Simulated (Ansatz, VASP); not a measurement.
## Hf3OF3 in VASP and in Ansatz

```xyz
7
Lattice="4.6456 0.0000 0.0000 0.0000 4.6456 0.0000 0.0000 0.0000 4.6456" Properties=species:S:1:pos:R:3 pbc="T T T"
Hf    2.3228    0.0000    0.0000
Hf    0.0000    2.3228    0.0000
Hf    0.0000    0.0000    2.3228
O     0.0000    0.0000    0.0000
F     0.0000    2.3228    2.3228
F     2.3228    0.0000    2.3228
F     2.3228    2.3228    0.0000
```

Change from the starting cell: species swapped into the Ca3AsBr3 type (Pm-3m, No. 221).

Alike in both runs: functional PBE; k mesh 8 × 8 × 8; occupations gaussian, width 0.1 eV; no spin polarisation.

Ansatz relaxed the structure, and its values are those at the end. VASP's run is a single point on that final structure, the one shown.

```csv
,VASP,Ansatz
version,VASP 6.6.1,Ansatz 0.2.0
potentials or method,"VASP PAW PBE potentials, release 64 (Hf_pv, O, F), cutoff 520 eV","scalar-relativistic, plane waves, PAW"
valence electrons in the cell,57,105
```

```csv
,VASP,Ansatz,Ansatz less VASP
gap on the k mesh at the Fermi level (eV),none,none,-
pressure (GPa),-2.1,0.0,+2.08
```

A gap of «none» marks a metal or a gap that the smearing closes. VASP's potentials hold 57 valence electrons a cell and Ansatz's 105, so a difference there can come from the potentials and not from the codes.

Neither program's run includes spin-orbit coupling.
